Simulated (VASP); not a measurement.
A run of VASP 6.6.1 is set up as follows.

File POSCAR:

```
Pd
1.0
    0.0000000000      1.9273304048      1.9273304048
    1.9273304048      0.0000000000      1.9273304048
    1.9273304048      1.9273304048      0.0000000000
Pd
1
Direct
    0.0000000000      0.0000000000      0.0000000000
```

File INCAR.step1:

```
PREC     = Accurate       # precision mode
ENCUT    = 520            # plane-wave cutoff, eV
ISMEAR   = 0              # smearing method
SIGMA    = 0.05           # smearing width, eV
LREAL    = F              # projectors in reciprocal space
LASPH    = T              # aspherical terms in the spheres
NELM     = 60             # most SCF steps
NBANDS   = 11             # bands
GGA      = PE             # functional
ALGO     = Normal         # electronic algorithm
EDIFF    = 1E-4           # SCF threshold, eV
LWAVE    = T              # write WAVECAR
LCHARG   = F              # write CHGCAR
```

Contents of INCAR.step2:

```
PREC     = Accurate       # precision mode
ENCUT    = 520            # plane-wave cutoff, eV
EDIFF    = 1E-6           # SCF threshold, eV
ISMEAR   = 0              # smearing method
SIGMA    = 0.05           # smearing width, eV
LREAL    = F              # projectors in reciprocal space
LASPH    = T              # aspherical terms in the spheres
NELM     = 60             # most SCF steps
ALGO     = Normal         # electronic algorithm
ISIF     = 2              # what is computed and relaxed
LWAVE    = F              # write WAVECAR
LCHARG   = T              # write CHGCAR
METAGGA  = R2SCAN         # meta-GGA
LMIXTAU  = T            
LELF     = T              # ELF
LVHAR    = T            
NBANDS   = 11             # bands
ISTART   = 1
```

File KPOINTS:

```
regular mesh
0
Gamma
  20 20 20
```

Potentials or basis: VASP PAW PBE potentials, release 64 (Pd).

The run is started by

```console
$ cat potpaw_PBE.64/Pd/POTCAR > POTCAR
$ cp INCAR.step1 INCAR
$ mpirun -np 1 vasp_std > vasp.out
$ cp INCAR.step2 INCAR
$ mpirun -np 1 vasp_std > vasp.out
```

(1) Estimate the pressure.

(2) Estimate the band gap on the k mesh.

## Answers

(1) 9.3 GPa.

(2) zero (bands 5 and 6 overlap by 1.77 eV).

Caveat: the cell stands under pressure; the PAW data sets were made with another functional, which shifts forces and pressure a little.
